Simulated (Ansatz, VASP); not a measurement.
**One calculation of ScRu2F2, two programs**

```
Sc Ru F
1.0
     4.66784    0.00000    0.00000
    -2.33392    4.04247    0.00000
     0.00000    0.00000    4.15483
Sc Ru F
1 2 2
Direct
  0.00000 0.00000 0.00000
  0.33333 0.66667 0.00000
  0.66667 0.33333 0.00000
  0.33333 0.66667 0.50000
  0.66667 0.33333 0.50000
```

Alike in both runs: functional PBE; k mesh 12 × 12 × 10; occupations gaussian, width 0.1 eV; no spin polarisation.

Ansatz relaxed the structure, and its values are those at the end. VASP's run is a single point on that final structure, the one shown.

```csv
,VASP,Ansatz
version,VASP 6.6.1,Ansatz 0.2.0
potentials or method,"VASP PAW PBE potentials, release 64 (Sc_sv, Ru_pv, F), cutoff 520 eV","scalar-relativistic, plane waves, PAW"
valence electrons in the cell,53,57
```

VASP gave:

* gap on the k mesh at the Fermi level (eV): none
* pressure (GPa): 0.1

Problem. What did Ansatz give for the same quantities?

Solution. gap on the k mesh at the Fermi level (eV): none; pressure (GPa): 0.0.

A gap of «none» marks a metal or a gap that the smearing closes. VASP's potentials hold 53 valence electrons a cell and Ansatz's 57, so a difference there can come from the potentials and not from the codes.
